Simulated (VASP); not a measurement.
# Ti3Al in VASP: further runs, part 2 of 2

VASP 6.6.1. The steps go on from the part before.

## 4. Single point, PBE

File INCAR:

```
PREC = Accurate
ENCUT = 520
EDIFF = 1E-6
ISMEAR = 0
SIGMA = 0.1
LREAL = F
LASPH = T
NELM = 80
ALGO = Normal
ISIF = 2
LWAVE = F
LCHARG = F
GGA = PE
NBANDS = 28
```

File KPOINTS:

```
regular mesh
0
Gamma
  6 6 6
```

File POSCAR:

```
Ti3Al
1.0
    2.8640056384      1.6535344263      2.3384149072
   -2.8640056384      1.6535344263      2.3384149072
    0.0000000000     -3.3070688526      2.3384149072
Ti Al
3 1
Direct
    0.0000000000      0.0000000000      0.5000000000
    0.5000000000      0.0000000000      0.0000000000
    0.0000000000      0.5000000000      0.0000000000
    0.5000000000      0.5000000000      0.5000000000
```

Potentials or basis: VASP PAW PBE potentials, release 64 (Ti_sv, Al).

Run with:

```console
$ cat potpaw_PBE.64/Ti_sv/POTCAR potpaw_PBE.64/Al/POTCAR > POTCAR
$ mpirun -np 1 vasp_std > vasp.out
```

OUTCAR:

```text
PREC = Accurate
   ENCUT = 520
   EDIFF = 1E-6
   ISMEAR = 0
   LREAL = F
   LASPH = T
   NELM = 80
   ISIF = 2
   GGA = PE

 ion  position               nearest neighbor table
   1  0.000  0.000  0.500-   2 2.86   3 2.86   3 2.86   2 2.86   4 2.86   4 2.86   4 2.86   4 2.86
                             2 2.86   3 2.86   2 2.86   3 2.86
   2  0.500  0.000  0.000-   1 2.86   4 2.86   4 2.86   1 2.86   3 2.86   3 2.86   3 2.86   3 2.86
                             1 2.86   1 2.86   4 2.86   4 2.86
   3  0.000  0.500  0.000-   1 2.86   4 2.86   1 2.86   4 2.86   2 2.86   2 2.86   2 2.86   2 2.86
                             1 2.86   4 2.86   1 2.86   4 2.86
   4  0.500  0.500  0.500-   2 2.86   3 2.86   2 2.86   3 2.86   1 2.86   1 2.86   1 2.86   1 2.86
                             2 2.86   3 2.86   2 2.86   3 2.86

  LATTYP: Found a trigonal (rhomboedric) cell.
 ALAT       =     4.0502948873
 COS(alpha) =    -0.0000102359

  Lattice vectors:

 A1 = (   2.8640056384,   1.6535344263,   2.3384149072)
 A2 = (  -2.8640056384,   1.6535344263,   2.3384149072)
 A3 = (   0.0000000000,  -3.3070688526,   2.3384149072)

Analysis of symmetry for initial positions (statically):
=====================================================================
 Subroutine PRICEL returns:
 Original cell was already a primitive cell.

 Routine SETGRP: Setting up the symmetry group for a
 trigonal (rhombohedral) supercell.

 Subroutine GETGRP returns: Found 12 space group operations
 (whereof 12 operations were pure point group operations)
 out of a pool of 12 trial point group operations.

The static configuration has the point symmetry D_3d.

Analysis of symmetry for dynamics (positions and initial velocities):
=====================================================================
 Subroutine PRICEL returns:
 Original cell was already a primitive cell.

 Routine SETGRP: Setting up the symmetry group for a
 trigonal (rhombohedral) supercell.

 Subroutine GETGRP returns: Found 12 space group operations
[... 120 lines left out ...]
   EMIN   =  10.00;   EMAX   =-10.00  energy-range for DOS
   EFERMI =   0.00;   METHOD = LEGACY
   ISMEAR =     0;   SIGMA  =   0.10  broadening in eV -4-tet -1-fermi 0-gaus
   EFERMI_NEDOS =   21; number of points for ismear=-14 and -15
   IALGO  =     38    algorithm
   IMIX   =      4    mixing-type and parameters
     AMIX     =   0.40;   BMIX     =  1.00
     AMIX_MAG =   1.60;   BMIX_MAG =  1.00
  volume/ion in A,a.u.               =      16.61       112.10
  Fermi-wavevector in a.u.,A,eV,Ry     =   1.370702  2.590251 25.562953  1.878824
  Thomas-Fermi vector in A             =   2.496465
   LORBIT       =      0    0 simple, 1 ext, 2 COOP (PROOUT), +10 PAW based schemes
   GGA     = PE    functional components
   LHFCALC =     F    Hartree Fock is set to
   AEXX    =    0.0000 exact exchange contribution
   IVDW    =     0    specifies the selected vdW correction
   LEPSILON=     F    determine dielectric tensor
   LRPA    =     F    only Hartree local field effects (RPA)
 non-spin polarized calculation
 Gauss-broadening in eV      SIGMA  =   0.10
  energy-cutoff  :      520.00
  volume of cell :       66.44
 maximum number of plane-waves:      1811
   NGX = 15   NGY = 15   NGZ = 15

 number of electron      39.0000002 magnetization

 Free energy of the ion-electron system (eV)
  ---------------------------------------------------
  ext. energy  EPLUGINS =         0.00000000
  ---------------------------------------------------
  free energy    TOTEN  =       -28.30438007 eV

  energy without entropy =      -28.28255170  energy(sigma->0) =      -28.29346589

 E-fermi :   8.3736     XC(G=0): -11.3214

 val. band max:        8.3676973190   @ k =   0.1667   0.1667   0.1667
 cond. band min:       8.4036971382   @ k =  -0.3333   0.1667   0.1667
 fundamental gap:      0.0359998193
 Fermi energy:         8.3735654354

 k-point     1 :       0.0000    0.0000    0.0000
  band No.  band energies     occupation
      1     -48.2764      2.00000
      2     -48.1315      2.00000
      3     -48.1315      2.00000
      4     -24.7159      2.00000
      5     -24.7159      2.00000
      6     -24.7159      2.00000
[... 733 lines left out ...]
     27      10.6382      0.00000
     28      10.8941      0.00000

 [... further k-points ...]
[... 5 lines left out ...]
  --------------------------------------------------------------------------------------
  -------------------------------------------------------------------------------------
  Total       -0.0392016     -0.0392016     -0.0380638     -0.0000000      0.0000000     -0.0000000
  in kB       -0.9452666     -0.9452666     -0.9178318     -0.0000000      0.0000000     -0.0000000
  external PRESSURE =      -0.9361217 kB  Pullay stress =       0.0000000 kB

 VOLUME and BASIS-vectors are now :
 -----------------------------------------------------------------------------
  energy-cutoff  :      520.00
  volume of cell :       66.44
      direct lattice vectors                 reciprocal lattice vectors
     2.864005638  1.653534426  2.338414907     0.174580662  0.100794192  0.142546702
    -2.864005638  1.653534426  2.338414907    -0.174580662  0.100794192  0.142546702
     0.000000000 -3.307068853  2.338414907     0.000000000 -0.201588384  0.142546702

 POSITION                                       TOTAL-FORCE (eV/Angst)
 -----------------------------------------------------------------------------------
      0.00000     -1.65353      1.16921         0.000000      0.000000      0.000000
      1.43200      0.82677      1.16921        -0.000000     -0.000000     -0.000000
     -1.43200      0.82677      1.16921         0.000000     -0.000000      0.000000
      0.00000      0.00000      3.50762        -0.000000      0.000000     -0.000000
 -----------------------------------------------------------------------------------
    total drift:                                0.000000     -0.000000      0.000000

  FREE ENERGIE OF THE ION-ELECTRON SYSTEM (eV)
  ---------------------------------------------------
  free  energy   TOTEN  =       -28.3043800728 eV

  energy  without entropy=      -28.2825516993  energy(sigma->0) =      -28.29346589
```

Run time: 24 s. Hardware: 1 thread of Intel Xeon 6975P-C (Granite Rapids), shared host; peak memory 0.18 GiB.

What came out:

| Item | Value |
| --- | --- |
| Free energy | -28.3044 eV |
| Pressure | -0.1 GPa |

Levels at points of the mesh, in eV from the Fermi level:
```
           k point  band 16  band 17  band 18  band 19  band 20  band 21  band 22  band 23
(0.00, 0.00, 0.00)    -1.82    -1.21    -1.21    -1.21     0.94     0.94     0.94     1.72
(0.50, 0.00, 0.00)    -1.33    -1.33    -0.63    -0.47     0.45     0.45     0.90     0.98
(0.50, 0.50, 0.00)    -1.58    -1.55    -0.33    -0.16    -0.16     0.61     0.61     1.42
(0.50, 0.50, 0.50)    -2.04    -1.28    -1.28    -1.28     0.72     0.72     0.72     0.87
```

## 5. Summary

```csv
task,cell,k mesh,cutoff (eV),smearing,gap on the mesh (eV),pressure (GPa)
relaxation of cell and atoms,"relaxed from a = 4.050 Å, 4 atoms",12 × 12 × 12,600,gaussian 0.1 eV,none,0.1
single point,"a = 4.053, b = 4.050, c = 8.104 Å, 8 atoms",6 × 6 × 4,520,gaussian 0.2 eV,none,0.0
single point,"a = 4.050 Å, 4 atoms",6 × 6 × 6,520,gaussian 0.1 eV,none,-0.1
```

Alike in all rows: level PBE; potentials or basis VASP PAW PBE potentials, release 64 (Ti_sv, Al); no spin polarisation.

Total energies depend on the potentials used, so only differences within one code and one set of settings carry meaning.
